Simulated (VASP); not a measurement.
Set up this calculation in VASP 6.6.1, as the native input.

| Property | Result |
| --- | --- |
| Task | single point |
| Functional | r2SCAN |
| Potentials or basis | VASP PAW PBE potentials, release 64 (As) |
| Cutoff | 520 eV |
| k mesh | 8 × 8 × 6 |
| Occupations | fermi-dirac, width 0.05 eV |
| Spin | no spin polarisation |
| Dipole correction | no |
| Further INCAR settings | ALGO = Normal; EDIFF = 1e-07; NBANDS = 18 |

As:

```
CELL_PARAMETERS angstrom
1.78774 -5.38772 0.00000
1.78774 5.38772 0.00000
0.00000 0.00000 4.37875
ATOMIC_POSITIONS crystal
As 0.39000 0.61000 0.56000
As 0.89000 0.11000 0.94000
As 0.61000 0.39000 0.44000
As 0.11000 0.89000 0.06000
```

The input as run:

POSCAR

```
As
1.0
    1.7877446484     -5.3877235979      0.0000000000
    1.7877446484      5.3877235979      0.0000000000
    0.0000000000      0.0000000000      4.3787499060
As
4
Direct
    0.3900000000      0.6100000000      0.5600000000
    0.8900000000      0.1100000000      0.9400000000
    0.6100000000      0.3900000000      0.4400000000
    0.1100000000      0.8900000000      0.0600000000
```

INCAR.step1

```
PREC = Accurate ; ENCUT = 520
ISMEAR = -1 ; SIGMA = 0.05
LREAL = F ; LASPH = T
NELM = 100 ; NBANDS = 18
GGA = PE ; ALGO = Normal
EDIFF = 1E-4 ; LWAVE = T
LCHARG = F
```

INCAR.step2

```
PREC = Accurate ; ENCUT = 520
EDIFF = 1E-7 ; ISMEAR = -1
SIGMA = 0.05 ; LREAL = F
LASPH = T ; NELM = 100
ALGO = Normal ; ISIF = 2
LWAVE = F ; LCHARG = T
METAGGA = R2SCAN ; LMIXTAU = T
LELF = T ; LVHAR = T
NBANDS = 18 ; ISTART = 1
```

KPOINTS

```
regular mesh
0
Gamma
  8 8 6
```

Potentials or basis: VASP PAW PBE potentials, release 64 (As).

Run with:

```sh
$ cat potpaw_PBE.64/As/POTCAR > POTCAR
$ cp INCAR.step1 INCAR
$ mpirun -np 1 vasp_std > vasp.out
$ cp INCAR.step2 INCAR
$ mpirun -np 1 vasp_std > vasp.out
```

It gave:

```yaml
Pressure: 6.9 GPa
Largest_force: 0.279 eV/Å
```

Caveat: the cell stands under pressure; the PAW data sets were made with another functional, which shifts forces and pressure a little.

Wall time 12 min on 1 thread of Intel(R) Xeon(R) Platinum 8259CL CPU @ 2.50GHz (Skylake/Cascade Lake), with other jobs on the host, peak memory 0.3 GiB.
